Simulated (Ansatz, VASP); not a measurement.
# Two plane-wave programs on Si6Ge

```xyz
7
Lattice="2.5518 -2.4882 0.0334 2.5518 2.4882 0.0334 -0.1187 0.0000 9.0633" Properties=species:S:1:pos:R:3 pbc="T T T"
Si    2.5518   -1.2420    0.0334
Si    2.5518    1.2420    0.0334
Si    3.7401    1.2441    6.7561
Si    1.2449    1.2441    2.3740
Si    1.2449   -1.2441    2.3740
Si    3.7401   -1.2441    6.7561
Ge    2.4925    0.0000    4.5650
```

Alike in both runs: functional PBE; k mesh 10 × 10 × 4; occupations gaussian, width 0.1 eV; no spin polarisation.

Ansatz relaxed the structure, and its values are those at the end. VASP's run is a single point on that final structure, the one shown.

|  | VASP | Ansatz |
| --- | --- | --- |
| version | VASP 6.6.1 | Ansatz 0.2.0 |
| potentials or method | VASP PAW PBE potentials, release 64 (Si, Ge_d), cutoff 520 eV | scalar-relativistic, plane waves, PAW |
| valence electrons in the cell | 38 | 38 |

```csv
,VASP,Ansatz,Ansatz less VASP
gap on the k mesh at the Fermi level (eV),none,none,-
pressure (GPa),0.0,0.0,+0.02
```

A gap of «none» marks a metal or a gap that the smearing closes. The functional is the same, so the differences come from potentials, cutoffs and numerics.
